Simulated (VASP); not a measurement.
## Sc: single point with PBE

Sc:

```xyz
8
Lattice="3.2938 0.0000 0.0000 -1.6469 2.8525 0.0000 0.0000 0.0000 20.9685" Properties=species:S:1:pos:R:3 pbc="T T T"
Sc    0.0000    0.0000    0.0269
Sc    0.0000    1.9017    2.6366
Sc    0.0000    0.0000    5.2522
Sc    1.6469    0.9508    7.8852
Sc    0.0000    0.0000   10.4622
Sc    1.6469    0.9508   13.0952
Sc    0.0000    1.9017   15.7108
Sc    1.6469    0.9508   18.3205
```

```yaml
Program: VASP 6.6.1
Task: single point
Functional: PBE
Potentials_or_basis: VASP PAW PBE potentials, release 64 (Sc_sv)
Cutoff: 520 eV
k_mesh: 15 × 15 × 2
Occupations: gaussian, width 0.1 eV
Spin: no spin polarisation
```

```yaml
Pressure: 0.0 GPa
Largest_force: 0.009 eV/Å
Band_gap_on_the_k_mesh: zero (band 44 reaches 4.58 eV, above the bottom of band 45 at 3.34 eV)
```

Forces on the atoms (eV/Å):
```
Sc   0.000  0.000 -0.009
Sc   0.000  0.000  0.001
Sc   0.000  0.000  0.005
Sc   0.000  0.000  0.003
Sc   0.000  0.000 -0.003
Sc   0.000  0.000 -0.005
Sc   0.000  0.000 -0.001
Sc   0.000  0.000  0.009
```

Levels at points of the mesh, in eV from the Fermi level:
```
           k point  band 40  band 41  band 42  band 43  band 44  band 45  band 46  band 47  band 48  band 49
(0.00, 0.00, 0.00)    -1.69     0.38     0.45     0.47     0.86     0.87     1.46     1.46     1.47     1.47
(0.00, 0.00, 0.50)    -1.85     0.37     0.44     0.55     0.65     1.13     1.20     1.48     1.49     1.50
```

Wall time 9.7 min on 1 thread of AMD EPYC 9R45 96-Core Processor (Zen 5), with other jobs on the host, peak memory 0.5 GiB.
